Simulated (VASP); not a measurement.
# Al (P6_3/mmc) in VASP: a series of runs

Al is run at these levels: BLYP+D3(BJ), PBEsol+D3(BJ); tasks: single point.

Everything below comes from runs of VASP 6.6.1. Logs are shortened: lines on timing, memory, paths and dates and some standing lists are left out, and cuts for length are marked.

**1. The cell of the first run**

Symmetry: P6_3/mmc, No. 194, hexagonal system. Conventional cell: a = 2.784 Å, b = 2.784 Å, c = 4.660 Å, α = 90.00°, β = 90.00°, γ = 120.00°. Within 3.7 Å of Al (site symmetry -6m2) lie 12 Al at 2.78 to 2.83 Å.

**2. Single point, BLYP+D3(BJ)**

INCAR reads:

```
SYSTEM = Al
  AGGAC = 1.0
  AGGAX = 1.0
  ALDAC = 0.0
  ALDAX = 1.0
  ALGO = Normal
  EDIFF = 1E-7
  ENCUT = 520
  GGA = B5
  ISIF = 2
  ISMEAR = 1
  IVDW = 12
  LASPH = .True.
  LCHARG = .False.
  LREAL = .False.
  LWAVE = .False.
  NBANDS = 10
  NELM = 60
  PREC = Accurate
  SIGMA = 0.1
  VDW_A1 = 0.4298
  VDW_A2 = 4.2359
  VDW_S6 = 1.0
  VDW_S8 = 2.6996
```

KPOINTS reads:

```
k-points
0
Gamma
  13 13 7
  0 0 0
```

POSCAR reads:

```
Al
1.0
    2.7838205468      0.0000002857      0.0000000000
   -1.3919105208      2.4108591702      0.0000000000
    0.0000000000      0.0000000000      4.6601894804
Al
2
Direct
    0.6666666667      0.3333333333      0.7500000000
    0.3333333333      0.6666666667      0.2500000000
```

Potentials or basis: VASP PAW PBE potentials, release 64 (Al).

The run is started by

```console
$ cat potpaw_PBE.64/Al/POTCAR > POTCAR
$ mpirun -np 1 vasp_std > vasp.out
```

OUTCAR:

```text
SYSTEM = Al
   EDIFF = 1E-7
   ENCUT = 520
   GGA = B5
   ISIF = 2
   ISMEAR = 1
   IVDW = 12
   LASPH = .True.
   LREAL = .False.
   NELM = 60
   PREC = Accurate
 IVDW          = 12

 ion  position               nearest neighbor table
   1  0.667  0.333  0.750-   2 2.83   2 2.83   2 2.83   2 2.83   2 2.83   2 2.83
   2  0.333  0.667  0.250-   1 2.83   1 2.83   1 2.83   1 2.83   1 2.83   1 2.83

  LATTYP: Found a hexagonal cell.
 ALAT       =     2.7838205468
 C/A-ratio  =     1.6740265409

  Lattice vectors:

 A1 = (   2.7838205468,   0.0000002857,   0.0000000000)
 A2 = (  -1.3919105208,   2.4108591702,   0.0000000000)
 A3 = (   0.0000000000,   0.0000000000,   4.6601894804)

Analysis of symmetry for initial positions (statically):
=====================================================================
 Subroutine PRICEL returns:
 Original cell was already a primitive cell.

 Routine SETGRP: Setting up the symmetry group for a
 hexagonal supercell.

 Subroutine GETGRP returns: Found 24 space group operations
 (whereof 12 operations were pure point group operations)
 out of a pool of 24 trial point group operations.

The static configuration has the point symmetry D_3d.
 The point group associated with its full space group is D_6h.

Analysis of symmetry for dynamics (positions and initial velocities):
=====================================================================
 Subroutine PRICEL returns:
 Original cell was already a primitive cell.

 Routine SETGRP: Setting up the symmetry group for a
 hexagonal supercell.

 Subroutine GETGRP returns: Found 24 space group operations
 (whereof 12 operations were pure point group operations)
 out of a pool of 24 trial point group operations.

The dynamic configuration has the point symmetry D_3d.
 The point group associated with its full space group is D_6h.

 Subroutine INISYM returns: Found 24 space group operations
 (whereof 12 operations are pure point group operations),
 and found     1 'primitive' translations

----------------------------------------------------------------------------------------

                                     Primitive cell

  volume of cell :      31.2764

  direct lattice vectors                    reciprocal lattice vectors
     2.783820547  0.000000286  0.000000000     0.359218536  0.207394967  0.000000000
    -1.391910521  2.410859170  0.000000000    -0.000000043  0.414789861  0.000000000
     0.000000000  0.000000000  4.660189480     0.000000000  0.000000000  0.214583549

  length of vectors
     2.783820547  2.783820547  4.660189480     0.414789861  0.414789861  0.214583549

  position of ions in fractional coordinates (direct lattice)
     0.666666667  0.333333333  0.750000000
     0.333333333  0.666666667  0.250000000

  ion indices of the primitive-cell ions
   primitive index   ion index
                 1           1
                 2           2

----------------------------------------------------------------------------------------

 KPOINTS: k-points

Automatic generation of k-mesh.
 Grid dimensions read from file:
 generate k-points for:   13   13    7

 Generating k-lattice:

  Cartesian coordinates                     Fractional coordinates (reciprocal lattice)
     0.027632195  0.015953459  0.000000000     0.076923077  0.000000000  0.000000000
    -0.000000003  0.031906912  0.000000000     0.000000000  0.076923077  0.000000000
     0.000000000  0.000000000  0.030654793     0.000000000  0.000000000  0.142857143

  Length of vectors
     0.031906912  0.031906912  0.030654793

  Shift w.r.t. Gamma in fractional coordinates (k-lattice)
     0.000000000  0.000000000  0.000000000

 Subroutine IBZKPT returns following result:
 ===========================================

 Found     84 irreducible k-points:

 Following reciprocal coordinates:
            Coordinates               Weight
  0.000000  0.000000  0.000000      1.000000
  0.076923 -0.000000  0.000000      6.000000
  0.153846  0.000000  0.000000      6.000000
  0.230769 -0.000000  0.000000      6.000000
  0.307692  0.000000  0.000000      6.000000
  0.384615  0.000000  0.000000      6.000000
[... 16 lines left out ...]
  0.076923 -0.000000  0.142857     12.000000
  0.153846  0.000000  0.142857     12.000000
 [... further k-points ...]
   k-points           NKPTS =     84   k-points in BZ     NKDIM =     84   number of bands    NBANDS=     10
   number of dos      NEDOS =    301   number of ions     NIONS =      2
   total plane-waves  NPLWV =  20736
   dimension x,y,z NGX =    24 NGY =   24 NGZ =   36
   dimension x,y,z NGXF=    48 NGYF=   48 NGZF=   72
   ions per type =               2
   NGX,Y,Z   is equivalent  to a cutoff of  14.33, 14.33, 12.84 a.u.
   NGXF,Y,Z  is equivalent  to a cutoff of  28.66, 28.66, 25.69 a.u.
 SYSTEM =  Al
   PREC   = accura    normal or accurate (medium, high low for compatibility)
   ISTART =      0    job   : 0-new  1-cont  2-samecut
   ICHARG =      2    charge: 1-file 2-atom 10-const
   ISPIN  =      1    spin polarized calculation?
   LNONCOLLINEAR =      F non collinear calculations
   LSORBIT =      F    spin-orbit coupling
   LASPH  =      T    aspherical Exc in radial PAW
   ENCUT  =  520.0 eV  38.22 Ry    6.18 a.u.   5.18  5.18  8.66*2*pi/ulx,y,z
   NELM   =     60;   NELMIN=  2; NELMDL= -5     # of ELM steps
   EDIFF  = 0.1E-06   stopping-criterion for ELM
   LREAL  =      F    real-space projection
   EDIFFG = 0.1E-05   stopping-criterion for IOM
   NSW    =      0    number of steps for IOM
   IBRION =     -1    ionic relax: 0-MD 1-quasi-New 2-CG
   NFREE  =      0    steps in history (QN), initial steepest desc. (CG)
   ISIF   =      2    stress and relaxation
   ISYM   =      2    0-nonsym 1-usesym 2-fastsym
   POTIM  = 0.5000    time-step for ionic-motion
   TEBEG  =    0.0;   TEEND  =   0.0 temperature during run
   PSTRESS=    0.0 pullay stress
   NELECT =       6.0000    total number of electrons
   NUPDOWN=      -1.0000    fix difference up-down
   EMIN   =  10.00;   EMAX   =-10.00  energy-range for DOS
   EFERMI =   0.00;   METHOD = LEGACY
   ISMEAR =     1;   SIGMA  =   0.10  broadening in eV -4-tet -1-fermi 0-gaus
   EFERMI_NEDOS =   21; number of points for ismear=-14 and -15
   IALGO  =     38    algorithm
   IMIX   =      4    mixing-type and parameters
     AMIX     =   0.40;   BMIX     =  1.00
     AMIX_MAG =   1.60;   BMIX_MAG =  1.00
  volume/ion in A,a.u.               =      15.64       105.53
  Fermi-wavevector in a.u.,A,eV,Ry     =   0.944176  1.784234 12.129166  0.891469
  Thomas-Fermi vector in A             =   2.071955
   LORBIT       =      0    0 simple, 1 ext, 2 COOP (PROOUT), +10 PAW based schemes
   GGA     = B5    functional components
   LHFCALC =     F    Hartree Fock is set to
   AEXX    =    0.0000 exact exchange contribution
   IVDW    =    12    specifies the selected vdW correction
   LEPSILON=     F    determine dielectric tensor
   LRPA    =     F    only Hartree local field effects (RPA)
 non-spin polarized calculation
 Methfessel and Paxton  Order N= 1 SIGMA  =   0.10
  energy-cutoff  :      520.00
  volume of cell :       31.28
 maximum number of plane-waves:       855
 NGX is ok and might be reduce to    24
   NGX = 11   NGY = 11   NGZ = 17

 number of electron       6.0000000 magnetization

 Free energy of the ion-electron system (eV)
  ---------------------------------------------------
  ext. energy  EPLUGINS =         0.00000000
  ---------------------------------------------------
  free energy    TOTEN  =        -5.25163324 eV

  energy without entropy =       -5.25174409  energy(sigma->0) =       -5.25167019

 E-fermi :   9.0364     XC(G=0):  -9.8723

 val. band max:        9.0167468320   @ k =   0.2308   0.2308   0.0000
 cond. band min:       9.1281745886   @ k =   0.4615   0.0000   0.0000
 fundamental gap:      0.1114277566
 Fermi energy:         9.0363767468

 k-point     1 :       0.0000    0.0000    0.0000
  band No.  band energies     occupation
      1      -2.4445      2.00000
      2       4.1929      2.00000
      3       4.2119      2.00000
      4      20.3587      0.00000
      5      20.3587      0.00000
      6      20.6546      0.00000
      7      20.6546      0.00000
      8      21.0553      0.00000
      9      23.0682      0.00000
     10      23.8692      0.00000

 k-point     2 :       0.0769   -0.0000    0.0000
  band No.  band energies     occupation
      1      -2.2941      2.00000
      2       4.3320      2.00000
      3       4.3587      2.00000
      4      17.8517      0.00000
      5      18.9720      0.00000
      6      20.1435      0.00000
      7      21.9427      0.00000
      8      22.2788      0.00000
      9      22.9998      0.00000
     10      23.6950      0.00000

 k-point     3 :       0.1538    0.0000    0.0000
  band No.  band energies     occupation
      1      -1.8441      2.00000
      2       4.7494      2.00000
      3       4.7957      2.00000
      4      14.8738      0.00000
      5      17.7034      0.00000
      6      18.9210      0.00000
      7      20.7928      0.00000
      8      20.9007      0.00000
      9      23.0315      0.00000
     10      23.0569      0.00000

 k-point     4 :       0.2308   -0.0000    0.0000
  band No.  band energies     occupation
      1      -1.0974      2.00000
      2       5.4449      2.00000
      3       5.5101      2.00000
      4      12.0413      0.00000
      5      16.6897      0.00000
      6      17.3095      0.00000
      7      18.1349      0.00000
      8      19.0260      0.00000
      9      22.1877      0.00000
     10      22.7320      0.00000

 k-point     5 :       0.3077    0.0000    0.0000
  band No.  band energies     occupation
      1      -0.0593      2.00000
      2       6.4174      2.00000
      3       6.4493      2.00000
      4       9.4762     -0.00000
      5      15.2844      0.00000
      6      15.5397      0.00000
      7      15.9312      0.00000
      8      17.8946      0.00000
      9      21.5301      0.00000
     10      21.8962      0.00000

 k-point     6 :       0.3846    0.0000    0.0000
  band No.  band energies     occupation
      1       1.2628      2.00000
      2       6.6213      2.00000
      3       7.6614      2.00000
      4       8.1807      2.00000
      5      13.1955      0.00000
      6      13.2085      0.00000
      7      15.4265      0.00000
      8      17.2278      0.00000
      9      21.0914      0.00000
     10      21.3297      0.00000
[... 183 lines left out ...]
 k-point    21 :       0.3077    0.3077    0.0000
  band No.  band energies     occupation
      1       4.5714      2.00000
      2       6.2977      2.00000
      3       6.4972      2.00000
      4      10.7343     -0.00000
      5      11.0332     -0.00000
      6      12.2159      0.00000
      7      13.0816      0.00000
      8      13.6317      0.00000
      9      13.8001      0.00000
     10      27.0977      0.00000

 k-point    22 :       0.0000    0.0000    0.1429
  band No.  band energies     occupation
      1      -2.3057      2.00000
      2       2.4680      2.00000
      3       6.1798      2.00000
      4      19.0927      0.00000
      5      20.4632      0.00000
      6      20.4632      0.00000
      7      20.7690      0.00000
      8      20.7690      0.00000
      9      23.9785      0.00000
     10      24.2515      0.00000

 k-point    23 :       0.0769   -0.0000    0.1429
  band No.  band energies     occupation
      1      -2.1555      2.00000
      2       2.6130      2.00000
      3       6.3200      2.00000
      4      17.9024      0.00000
      5      19.0866      0.00000
      6      19.2395      0.00000
      7      20.7653      0.00000
      8      22.3121      0.00000
      9      22.3516      0.00000
     10      23.2600      0.00000

 k-point    24 :       0.1538    0.0000    0.1429
  band No.  band energies     occupation
      1      -1.7058      2.00000
      2       3.0468      2.00000
      3       6.7384      2.00000
      4      14.9853      0.00000
      5      17.8198      0.00000
      6      18.6885      0.00000
      7      19.2775      0.00000
      8      20.7667      0.00000
      9      21.8720      0.00000
     10      22.5497      0.00000

 [... further k-points ...]

------------------------ aborting loop because EDIFF is reached ----------------------------------------

 Edisp (eV)   -1.63912

 E8    (eV) :    -1.2190

  FORCE on cell =-STRESS in cart. coord.  units (eV):
  Direction    XX          YY          ZZ          XY          YZ          ZX
  --------------------------------------------------------------------------------------
  -------------------------------------------------------------------------------------
  Total       0.04556     0.04556     0.00393     0.00000     0.00000     0.00000
  in kB       2.33365     2.33365     0.20150     0.00000     0.00000     0.00000
  external pressure =        1.62 kB  Pullay stress =        0.00 kB

 VOLUME and BASIS-vectors are now :
 -----------------------------------------------------------------------------
  energy-cutoff  :      520.00
  volume of cell :       31.28
      direct lattice vectors                 reciprocal lattice vectors
     2.783820547  0.000000286  0.000000000     0.359218536  0.207394967  0.000000000
    -1.391910521  2.410859170  0.000000000    -0.000000043  0.414789861  0.000000000
     0.000000000  0.000000000  4.660189480     0.000000000  0.000000000  0.214583549

 POSITION                                       TOTAL-FORCE (eV/Angst)
 -----------------------------------------------------------------------------------
      1.39191      0.80362      3.49514        -0.000000      0.000000      0.000000
     -0.00000      1.60724      1.16505         0.000000     -0.000000      0.000000
 -----------------------------------------------------------------------------------
    total drift:                               -0.000000      0.000000     -0.000000

  FREE ENERGIE OF THE ION-ELECTRON SYSTEM (eV)
  ---------------------------------------------------
  free  energy   TOTEN  =        -6.8907487604 eV

  energy  without entropy=       -6.8908596071  energy(sigma->0) =       -6.89078571
```

Wall time 16 s (1 thread of Intel Xeon Platinum 8259CL at 2.50GHz (Skylake/Cascade Lake), shared host); peak memory 0.16 GiB.

Results:

```yaml
Free_energy: -6.8907 eV
Pressure: 0.2 GPa
Band_gap_on_the_k_mesh: zero (band 3 reaches 12.16 eV, above the bottom of band 4 at 6.21 eV)
Dispersion_energy_per_atom: -0.820 eV
```

Stress tensor (GPa, compression positive):
```
0.23 0.00 0.00
0.00 0.23 0.00
0.00 0.00 0.02
```

Caveat: the PAW data sets were made with another functional, which shifts forces and pressure a little; pairwise dispersion overbinds metals, which lowers pressure and volume.

(Part 1 of 2 ends here.)
